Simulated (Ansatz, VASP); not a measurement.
**GaN: VASP beside Ansatz**

Contents of POSCAR:

```
GaN
1.0
    0.0000000000      2.1085152343      2.1717706913
    2.1085152343      0.0000000000      2.1717706913
    2.1085152343      2.1085152343      0.0000000000
Ga N
1 1
Direct
    0.0000000000      0.0000000000      0.0000000000
    0.5000000000      0.5000000000      0.5000000000
```

INCAR.step1

```
PREC = Accurate
ENCUT = 520
ISMEAR = -1
SIGMA = 0.02
LREAL = False
LASPH = True
NELM = 150
MAGMOM = 0 0 0 0 0 0
LSORBIT = True
GGA_COMPAT = False
NBANDS = 30
GGA = PE
ALGO = Normal
EDIFF = 1E-4
LWAVE = True
LCHARG = False
```

Contents of INCAR.step2:

```
PREC = Accurate
ENCUT = 520
EDIFF = 1E-6
ISMEAR = -1
SIGMA = 0.02
LREAL = False
LASPH = True
NELM = 150
ALGO = Normal
ISIF = 2
LWAVE = False
LCHARG = False
MAGMOM = 0 0 0 0 0 0
LORBIT = 11
LSORBIT = True
GGA_COMPAT = False
LORBMOM = True
METAGGA = R2SCAN
LMIXTAU = True
NBANDS = 30
ISTART = 1
```

File KPOINTS:

```
Automatic mesh
0
Gamma
  10 10 10
```

Input for Ansatz:

```yaml
crystal:
  lattice:
    - [0.0, 2.1085152343, 2.1717706913]
    - [2.1085152343, 0.0, 2.1717706913]
    - [2.1085152343, 2.1085152343, 0.0]
  atoms:
    - { symbol: Ga, position: [0.0, 0.0, 0.0] }
    - { symbol: "N", position: [0.5, 0.5, 0.5] }
kpoints:
  mp_grid: { grid: [10, 10, 10] }
  band_path:
    path:
      - [0.0, 0.0, 0.0]
      - [0.5, 0.0, 0.5]
      - [0.625, 0.25, 0.625]
      - [0.375, 0.375, 0.75]
      - [0.5, 0.5, 0.5]
      - [0.5, 0.25, 0.75]
      - [0.184896, 0.184896, 0.369792]
      - [0.0, 0.5, 0.5]
    npoints: 1
hamiltonian:
  xc: r2scan
scf:
  occupations: { method: fermi_dirac, width: 0.02 }
  n_extra_bands: 8
magnetization:
  noncollinear: true
  spin_orbit: true
output:
  forces: true
  stress: true
  eigenvalues: true
```

Change from the starting cell: uniaxial_z strain +3.0%.

Alike in both runs: task single point; functional r2SCAN; k mesh 10 × 10 × 10; occupations fermi-dirac, width 0.02 eV; non-collinear spin, spin-orbit coupling.

|  | VASP | Ansatz |
| --- | --- | --- |
| version | VASP 6.6.1 | Ansatz 0.2.0 |
| potentials or method | VASP PAW PBE potentials, release 64 (Ga_d, N) | plane waves, PAW |
| plane-wave cutoff (eV) | 520 | 500 |
| valence electrons in the cell | 18 | 18 |

|  | VASP | Ansatz | Ansatz less VASP |
| --- | --- | --- | --- |
| pressure (GPa) | -5.3 | -6.5 | -1.16 |
| traceless stress, the component that is largest in VASP (GPa) | -3.14 | -2.85 | +0.288 |

VASP's potentials were made for PBE, not for r2SCAN.
